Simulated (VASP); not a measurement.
Here is a VASP 6.6.1 calculation.

Contents of INCAR:

```
SYSTEM = Mo
PREC = Accurate ; ENCUT = 520
EDIFF = 1E-6 ; ISMEAR = 0
SIGMA = 0.1 ; LREAL = .FALSE.
LASPH = .TRUE. ; NELM = 60
ALGO = Normal ; ISIF = 2
LWAVE = .FALSE. ; LCHARG = .FALSE.
GGA = PS ; NBANDS = 13
```

File KPOINTS:

```
regular mesh
0
G
  9 9 8
  0 0 0
```

The input POSCAR:

```
Mo
1.0
    2.7126311043      0.0000000000      0.0000000000
   -1.3563155522      2.3492074474      0.0000000000
    0.0000000000      0.0000000000      2.5346146881
Mo
1
Direct
    0.0000000000      0.0000000000      0.0000000000
```

Potentials or basis: VASP PAW PBE potentials, release 64 (Mo_sv).

The run is started by

```sh
$ cat potpaw_PBE.64/Mo_sv/POTCAR > POTCAR
$ mpirun -np 1 vasp_std > vasp.out
```

(1) Estimate the pressure.

(2) What does it give for the band gap on the k mesh?

## Answers

(1) 2.6 GPa.

(2) zero (bands 7 and 8 overlap by 1.75 eV).

Caveat: the PAW data sets were made with another functional, which shifts forces and pressure a little.
